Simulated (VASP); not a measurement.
# ZrCu5 (F-43m) in VASP: notebook

The runs below take ZrCu5 through single point, relaxation of cell and atoms, with LDA.

Program: VASP 6.6.1. These are calculated values, not measurements. Logs are shortened: lines on timing, memory, paths and dates and some standing lists are left out, and cuts for length are marked.

### Step 1. The cell of the first run

Symmetry: F-43m, No. 216, cubic system. Conventional cell: a = 6.712 Å, b = 6.712 Å, c = 6.712 Å, α = 90.00°, β = 90.00°, γ = 90.00°. Within 3.7 Å of Zr (site symmetry -43m) lie 16 Cu at 2.78 to 2.91 Å. Within 3.7 Å of Cu (site symmetry -43m) lie 12 Cu at 2.78 Å and 4 Zr at 2.91 Å. Within 3.1 Å of Cu (site symmetry 3m) lie 9 Cu at 2.36 to 2.78 Å and 3 Zr at 2.78 Å.

### Step 2. Single point, LDA

INCAR

```
SYSTEM = ZrCu5
  ALGO = Normal
  EDIFF = 1E-6
  ENCUT = 520
  GGA = CA
  ISIF = 2
  ISMEAR = 0
  LASPH = .True.
  LCHARG = .True.
  LELF = .True.
  LREAL = .False.
  LVHAR = .True.
  LWAVE = .False.
  NBANDS = 42
  NELM = 100
  PREC = Accurate
  SIGMA = 0.1
```

KPOINTS

```
k-points
0
Gamma
  10 10 10
  0 0 0
```

POSCAR

```
ZrCu5
1.0
    0.0000000000      3.3560853584      3.3560853584
    3.3560853584      0.0000000000      3.3560853584
    3.3560853584      3.3560853584      0.0000000000
Zr Cu
1 5
Direct
    0.0000000000      0.0000000000      0.0000000000
    0.2500000000      0.2500000000      0.2500000000
    0.6241657460      0.6241657460      0.6241657460
    0.1275027619      0.6241657460      0.6241657460
    0.6241657460      0.6241657460      0.1275027619
    0.6241657460      0.1275027619      0.6241657460
```

Potentials or basis: VASP PAW LDA potentials, release 64 (Zr_sv, Cu).

Started as:

```
$ cat potpaw_LDA.64/Zr_sv/POTCAR potpaw_LDA.64/Cu/POTCAR > POTCAR
$ mpirun -np 1 vasp_std > vasp.out
```

OUTCAR:

```text
SYSTEM = ZrCu5
   EDIFF = 1E-6
   ENCUT = 520
   GGA = CA
   ISIF = 2
   ISMEAR = 0
   LASPH = .True.
   LREAL = .False.
   NELM = 100
   PREC = Accurate

 ion  position               nearest neighbor table
   1  0.000  0.000  0.000-   5 2.78   6 2.78   4 2.78   5 2.78   4 2.78   6 2.78   3 2.78   3 2.78
                             3 2.78   4 2.78   5 2.78   6 2.78   2 2.91   2 2.91   2 2.91   2 2.91
   2  0.250  0.250  0.250-   4 2.78   5 2.78   6 2.78   3 2.78   3 2.78   3 2.78   4 2.78   4 2.78
                             5 2.78   6 2.78   5 2.78   6 2.78   1 2.91   1 2.91   1 2.91   1 2.91
   3  0.624  0.624  0.624-   4 2.36   5 2.36   6 2.36   4 2.39   6 2.39   5 2.39   2 2.78   2 2.78
                             2 2.78   1 2.78   1 2.78   1 2.78
   4  0.128  0.624  0.624-   3 2.36   5 2.36   6 2.36   6 2.39   5 2.39   3 2.39   2 2.78   2 2.78
                             2 2.78   1 2.78   1 2.78   1 2.78
   5  0.624  0.624  0.128-   3 2.36   4 2.36   6 2.36   6 2.39   4 2.39   3 2.39   2 2.78   2 2.78
                             2 2.78   1 2.78   1 2.78   1 2.78
   6  0.624  0.128  0.624-   3 2.36   4 2.36   5 2.36   4 2.39   5 2.39   3 2.39   2 2.78   2 2.78
                             2 2.78   1 2.78   1 2.78   1 2.78

  LATTYP: Found a face centered cubic cell.
 ALAT       =     6.7121707168

  Lattice vectors:

 A1 = (   0.0000000000,   3.3560853584,   3.3560853584)
 A2 = (   3.3560853584,   0.0000000000,   3.3560853584)
 A3 = (   3.3560853584,   3.3560853584,   0.0000000000)

Analysis of symmetry for initial positions (statically):
=====================================================================
 Subroutine PRICEL returns:
 Original cell was already a primitive cell.

 Routine SETGRP: Setting up the symmetry group for a
 face centered cubic supercell.

 Subroutine GETGRP returns: Found 24 space group operations
 (whereof 24 operations were pure point group operations)
 out of a pool of 48 trial point group operations.

The static configuration has the point symmetry T_d .

Analysis of symmetry for dynamics (positions and initial velocities):
=====================================================================
 Subroutine PRICEL returns:
 Original cell was already a primitive cell.

 Routine SETGRP: Setting up the symmetry group for a
 face centered cubic supercell.

 Subroutine GETGRP returns: Found 24 space group operations
 (whereof 24 operations were pure point group operations)
 out of a pool of 48 trial point group operations.

The dynamic configuration has the point symmetry T_d .

[... 105 lines left out ...]
   NELM   =    100;   NELMIN=  2; NELMDL= -5     # of ELM steps
   EDIFF  = 0.1E-05   stopping-criterion for ELM
   LREAL  =      F    real-space projection
   EDIFFG = 0.1E-04   stopping-criterion for IOM
   NSW    =      0    number of steps for IOM
   IBRION =     -1    ionic relax: 0-MD 1-quasi-New 2-CG
   NFREE  =      0    steps in history (QN), initial steepest desc. (CG)
   ISIF   =      2    stress and relaxation
   ISYM   =      2    0-nonsym 1-usesym 2-fastsym
   POTIM  = 0.5000    time-step for ionic-motion
   TEBEG  =    0.0;   TEEND  =   0.0 temperature during run
   PSTRESS=    0.0 pullay stress
   NELECT =      67.0000    total number of electrons
   NUPDOWN=      -1.0000    fix difference up-down
   EMIN   =  10.00;   EMAX   =-10.00  energy-range for DOS
   EFERMI =   0.00;   METHOD = LEGACY
   ISMEAR =     0;   SIGMA  =   0.10  broadening in eV -4-tet -1-fermi 0-gaus
   EFERMI_NEDOS =   21; number of points for ismear=-14 and -15
   IALGO  =     38    algorithm
   IMIX   =      4    mixing-type and parameters
     AMIX     =   0.40;   BMIX     =  1.00
     AMIX_MAG =   1.60;   BMIX_MAG =  1.00
  volume/ion in A,a.u.               =      12.60        85.03
  Fermi-wavevector in a.u.,A,eV,Ry     =   1.572498  2.971590 33.643806  2.472750
  Thomas-Fermi vector in A             =   2.673923
   LORBIT       =      0    0 simple, 1 ext, 2 COOP (PROOUT), +10 PAW based schemes
   GGA     = CA    functional components
   LHFCALC =     F    Hartree Fock is set to
   AEXX    =    0.0000 exact exchange contribution
   IVDW    =     0    specifies the selected vdW correction
   LEPSILON=     F    determine dielectric tensor
   LRPA    =     F    only Hartree local field effects (RPA)
 non-spin polarized calculation
 Gauss-broadening in eV      SIGMA  =   0.10
  energy-cutoff  :      520.00
  volume of cell :       75.60
 maximum number of plane-waves:      2085
   NGX = 17   NGY = 17   NGZ = 17

 number of electron      67.0000009 magnetization

 Free energy of the ion-electron system (eV)
  ---------------------------------------------------
  ext. energy  EPLUGINS =         0.00000000
  ---------------------------------------------------
  free energy    TOTEN  =       -33.65195613 eV

  energy without entropy =      -33.63343847  energy(sigma->0) =      -33.64269730

 E-fermi :   8.9963     XC(G=0): -13.0813

 val. band max:        8.9869263231   @ k =  -0.2000   0.1000   0.0000
 cond. band min:       9.0146412374   @ k =   0.4000   0.2000   0.1000
 fundamental gap:      0.0277149144
 Fermi energy:         8.9962763837

 k-point     1 :       0.0000    0.0000    0.0000
  band No.  band energies     occupation
      1     -39.9359      2.00000
      2     -18.1470      2.00000
      3     -18.1470      2.00000
      4     -18.1470      2.00000
      5      -0.2961      2.00000
      6       3.1950      2.00000
[... 1069 lines left out ...]
     41      16.6223      0.00000
     42      16.8241      0.00000

 [... further k-points ...]
[... 5 lines left out ...]
  --------------------------------------------------------------------------------------
  -------------------------------------------------------------------------------------
  Total        0.3898077      0.3898077      0.3898077      0.0000000      0.0000000     -0.0000000
  in kB        8.2609885      8.2609885      8.2609885      0.0000000      0.0000000     -0.0000000
  external PRESSURE =       8.2609885 kB  Pullay stress =       0.0000000 kB

 VOLUME and BASIS-vectors are now :
 -----------------------------------------------------------------------------
  energy-cutoff  :      520.00
  volume of cell :       75.60
      direct lattice vectors                 reciprocal lattice vectors
     0.000000000  3.356085358  3.356085358    -0.148983100  0.148983100  0.148983100
     3.356085358  0.000000000  3.356085358     0.148983100 -0.148983100  0.148983100
     3.356085358  3.356085358  0.000000000     0.148983100  0.148983100 -0.148983100

 POSITION                                       TOTAL-FORCE (eV/Angst)
 -----------------------------------------------------------------------------------
      0.00000      0.00000      0.00000        -0.000000     -0.000000     -0.000000
      1.67804      1.67804      1.67804        -0.000000     -0.000000     -0.000000
      4.18951      4.18951      4.18951         0.004289      0.004289      0.004289
      4.18951      2.52266      2.52266         0.004289     -0.004289     -0.004289
      2.52266      2.52266      4.18951        -0.004289     -0.004289      0.004289
      2.52266      4.18951      2.52266        -0.004289      0.004289     -0.004289
 -----------------------------------------------------------------------------------
    total drift:                               -0.000001     -0.000001     -0.000001

  FREE ENERGIE OF THE ION-ELECTRON SYSTEM (eV)
  ---------------------------------------------------
  free  energy   TOTEN  =       -33.6519561344 eV

  energy  without entropy=      -33.6334384723  energy(sigma->0) =      -33.64269730
```

OSZICAR:

```text
N       E                     dE             d eps       ncg     rms          rms(c)
DAV:   1     0.698629502636E+03    0.69863E+03   -0.29246E+04  3956   0.272E+03
DAV:   2     0.584145230018E+02   -0.64021E+03   -0.61820E+03  4060   0.523E+02
DAV:   3    -0.340144472226E+02   -0.92429E+02   -0.87105E+02  4308   0.239E+02
DAV:   4    -0.403609706546E+02   -0.63465E+01   -0.62166E+01  6700   0.695E+01
DAV:   5    -0.405709542455E+02   -0.20998E+00   -0.20951E+00  6300   0.104E+01    0.266E+01
DAV:   6    -0.392566708512E+02    0.13143E+01   -0.79089E+01  4556   0.168E+02    0.142E+01
DAV:   7    -0.336566206864E+02    0.56001E+01   -0.20378E+01  4924   0.863E+01    0.378E+00
DAV:   8    -0.338829824482E+02   -0.22636E+00   -0.29989E+00  6096   0.416E+01    0.421E+00
DAV:   9    -0.337113452166E+02    0.17164E+00   -0.51954E-01  5652   0.264E+01    0.221E+00
DAV:  10    -0.336567242762E+02    0.54621E-01   -0.30433E-01  5664   0.855E+00    0.555E-01
DAV:  11    -0.336570319275E+02   -0.30765E-03   -0.60336E-02  5404   0.424E+00    0.513E-01
DAV:  12    -0.336517705143E+02    0.52614E-02   -0.14148E-02  5066   0.226E+00    0.351E-02
DAV:  13    -0.336520971954E+02   -0.32668E-03   -0.27900E-03  6338   0.483E-01    0.113E-01
DAV:  14    -0.336520033998E+02    0.93796E-04   -0.23852E-04  5412   0.198E-01    0.556E-02
DAV:  15    -0.336519550275E+02    0.48372E-04   -0.12867E-04  6096   0.246E-01    0.868E-03
DAV:  16    -0.336519559597E+02   -0.93222E-06   -0.32489E-05  6496   0.682E-02    0.457E-03
DAV:  17    -0.336519561344E+02   -0.17463E-06   -0.57566E-06  4070   0.412E-02
   1 F= -.33651956E+02 E0= -.33642697E+02  d E =-.185177E-01
```

Wall time 7.4 min (1 thread of AMD EPYC 9R45, shared host); peak memory 0.22 GiB.

Results:

| Property | Result |
| --- | --- |
| Free energy | -33.6520 eV |
| Pressure | 0.8 GPa |
| Largest force | 0.007 eV/Å |

Forces on the atoms (eV/Å):
```
Zr   0.000  0.000  0.000
Cu   0.000  0.000  0.000
Cu   0.004  0.004  0.004
Cu   0.004 -0.004 -0.004
Cu  -0.004 -0.004  0.004
Cu  -0.004  0.004 -0.004
```

### Step 3. Relaxation of cell and atoms, LDA

This run uses another cell than the first one, of 13.69 Å³/atom, 1.086 times its volume.

INCAR

```
PREC = Accurate
ENCUT = 600
EDIFF = 1E-6
ISMEAR = 0
SIGMA = 0.1
LREAL = F
LASPH = T
NELM = 100
ALGO = Normal
ISIF = 3
LWAVE = F
LCHARG = F
GGA = CA
IBRION = 2
NSW = 70
EDIFFG = -0.005
```

KPOINTS

```
regular mesh
0
Gamma
  10 10 10
```

POSCAR

```
ZrCu5
1.0
    0.0000000000      3.4499899188      3.4499899188
    3.4499899188      0.0000000000      3.4499899188
    3.4499899188      3.4499899188      0.0000000000
Zr Cu
1 5
Direct
    0.0000000000      0.0000000000      0.0000000000
    0.2500000000      0.2500000000      0.2500000000
    0.6242586047      0.6242586047      0.6242586047
    0.1272241860      0.6242586047      0.6242586047
    0.6242586047      0.6242586047      0.1272241860
    0.6242586047      0.1272241860      0.6242586047
```

Potentials or basis: VASP PAW LDA potentials, release 64 (Zr_sv, Cu).

Started as:

```
$ cat potpaw_LDA.64/Zr_sv/POTCAR potpaw_LDA.64/Cu/POTCAR > POTCAR
$ mpirun -np 1 vasp_std > vasp.out
```

OUTCAR:

```text
PREC = Accurate
   ENCUT = 600
   EDIFF = 1E-6
   ISMEAR = 0
   LREAL = F
   LASPH = T
   NELM = 100
   ISIF = 3
   GGA = CA
   IBRION = 2
   NSW = 70
   EDIFFG = -0.005

 ion  position               nearest neighbor table
   1  0.000  0.000  0.000-   4 2.86   5 2.86   6 2.86   3 2.86   3 2.86   3 2.86   5 2.86   5 2.86
                             6 2.86   6 2.86   4 2.86   4 2.86   2 2.99   2 2.99   2 2.99   2 2.99
   2  0.250  0.250  0.250-   1 2.99   1 2.99   1 2.99   1 2.99
   3  0.624  0.624  0.624-   4 2.43   5 2.43   6 2.43   4 2.45   6 2.45   5 2.45   1 2.86   1 2.86
                             1 2.86
   4  0.127  0.624  0.624-   3 2.43   5 2.43   6 2.43   6 2.45   5 2.45   3 2.45   1 2.86   1 2.86
                             1 2.86
   5  0.624  0.624  0.127-   3 2.43   4 2.43   6 2.43   6 2.45   4 2.45   3 2.45   1 2.86   1 2.86
                             1 2.86
   6  0.624  0.127  0.624-   3 2.43   4 2.43   5 2.43   4 2.45   5 2.45   3 2.45   1 2.86   1 2.86
                             1 2.86
[... 399 lines left out ...]
  ext. energy  EPLUGINS =         0.00000000
  ---------------------------------------------------
  free energy    TOTEN  =       -33.65530579 eV

  energy without entropy =      -33.63679237  energy(sigma->0) =      -33.64604908

 E-fermi :   8.9402     XC(G=0): -13.0574

 val. band max:        8.9328870851   @ k =  -0.2000   0.1000   0.0000
 cond. band min:       8.9587478649   @ k =   0.4000   0.2000   0.1000
 fundamental gap:      0.0258607798
 Fermi energy:         8.9402331885

 k-point     1 :       0.0000    0.0000    0.0000
  band No.  band energies     occupation
      1     -40.0034      2.00000
      2     -18.2118      2.00000
      3     -18.2118      2.00000
      4     -18.2118      2.00000
      5      -0.3236      2.00000
      6       3.1668      2.00000
[... 1021 lines left out ...]
     39      11.9551      0.00000
     40      14.2208      0.00000

 [... further k-points ...]
[... 5 lines left out ...]
  --------------------------------------------------------------------------------------
  -------------------------------------------------------------------------------------
  Total        0.0221357      0.0221357      0.0221357      0.0000000      0.0000000      0.0000000
  in kB        0.4671392      0.4671392      0.4671392      0.0000000      0.0000000      0.0000000
  external PRESSURE =       0.4671392 kB  Pullay stress =       0.0000000 kB
[... 21 lines left out ...]
  FREE ENERGIE OF THE ION-ELECTRON SYSTEM (eV)
  ---------------------------------------------------
  free  energy   TOTEN  =       -33.6553057863 eV

  energy  without entropy=      -33.6367923695  energy(sigma->0) =      -33.64604908

 reached required accuracy - stopping structural energy minimisation
```

CONTCAR:

```text
ZrCu5
   1.00000000000000
    -0.0000000000000000    3.3607972159698383    3.3607972159698383
     3.3607972159698383   -0.0000000000000000    3.3607972159698383
     3.3607972159698383    3.3607972159698383    0.0000000000000000
  Zr              Cu
     1     5
Direct
     0.0000000000000000    0.0000000000000000    0.0000000000000000
     0.2500000000000000    0.2500000000000000    0.2500000000000000
     0.6241728459460055    0.6241728459460055    0.6241728459460055
     0.1274814622619927    0.6241728459460055    0.6241728459460055
     0.6241728459460055    0.6241728459460055    0.1274814622619927
     0.6241728459460055    0.1274814622619927    0.6241728459460055

  0.00000000E+00  0.00000000E+00  0.00000000E+00
  0.00000000E+00  0.00000000E+00  0.00000000E+00
  0.00000000E+00  0.00000000E+00  0.00000000E+00
  0.00000000E+00  0.00000000E+00  0.00000000E+00
  0.00000000E+00  0.00000000E+00  0.00000000E+00
  0.00000000E+00  0.00000000E+00  0.00000000E+00
```

Run time: 47 min. Hardware: 1 thread of AMD EPYC 9R45, shared host; peak memory 0.28 GiB.

Results:

```yaml
Free_energy: -33.6553 eV
Relaxed_volume: 12.65 Å³/atom
Relaxed_cell: a = 4.753 Å, b = 4.753 Å, c = 4.753 Å, α = 60.00°, β = 60.00°, γ = 60.00°
Space_group_after_relaxing_to_0.05_Å: F-43m (No. 216)
Energy_gained_by_relaxing: 39.1 meV/atom
Ionic_steps: 17
Pressure_after_relaxing: 0.0 GPa
Largest_force_after_relaxing: 0.004 eV/Å
```

Forces in eV/Å, atoms in the order of the input:
```
Zr   0.000  0.000  0.000
Cu   0.000  0.000  0.000
Cu   0.003  0.003  0.003
Cu   0.003 -0.003 -0.003
Cu  -0.003 -0.003  0.003
Cu  -0.003  0.003 -0.003
```

Step by step:
| step | energy change (eV) | largest force (eV/Å) | pressure (GPa) | volume (Å³) |
| --- | --- | --- | --- | --- |
| 1 | 0.0000 | 0.0174 | -11.07 | 82.13 |
| 2 | -0.0714 | 0.0015 | 12.40 | 71.39 |
| 3 | -0.2346 | 0.0132 | -0.05 | 75.93 |
| 4 | -0.2346 | 0.0130 | 0.09 | 75.81 |
| 5 | -0.2347 | 0.0058 | 0.15 | 75.89 |
| 6 | -0.2342 | 0.0618 | -0.40 | 76.11 |
| 7 | -0.2346 | 0.0143 | 0.00 | 75.92 |
| 8 | -0.2347 | 0.0097 | -0.03 | 75.91 |
| 9 | -0.2347 | 0.0076 | -0.04 | 75.90 |
| 10 | -0.2347 | 0.0062 | 0.02 | 75.89 |
| 11 | -0.2347 | 0.0058 | 0.42 | 75.89 |
| 12 | -0.2347 | 0.0057 | -0.01 | 75.92 |
| 13 | -0.2347 | 0.0060 | 0.07 | 75.92 |
| 14 | -0.2347 | 0.0054 | -0.10 | 75.92 |
| 15 | -0.2347 | 0.0063 | 0.00 | 75.92 |
| 16 | -0.2347 | 0.0055 | 0.00 | 75.92 |
| 17 | -0.2347 | 0.0044 | 0.05 | 75.92 |

Final structure:
```yaml
crystal:
  lattice:
    - [0.00000, 3.36080, 3.36080]
    - [3.36080, 0.00000, 3.36080]
    - [3.36080, 3.36080, 0.00000]
  atoms:
    - { symbol: Zr, position: [0.00000, 0.00000, 0.00000] }
    - { symbol: Cu, position: [0.25000, 0.25000, 0.25000] }
    - { symbol: Cu, position: [0.62417, 0.62417, 0.62417] }
    - { symbol: Cu, position: [0.12748, 0.62417, 0.62417] }
    - { symbol: Cu, position: [0.62417, 0.62417, 0.12748] }
    - { symbol: Cu, position: [0.62417, 0.12748, 0.62417] }
```

LDA usually gives volumes a few per cent too small. Zero-point motion and thermal expansion aren't in these numbers.
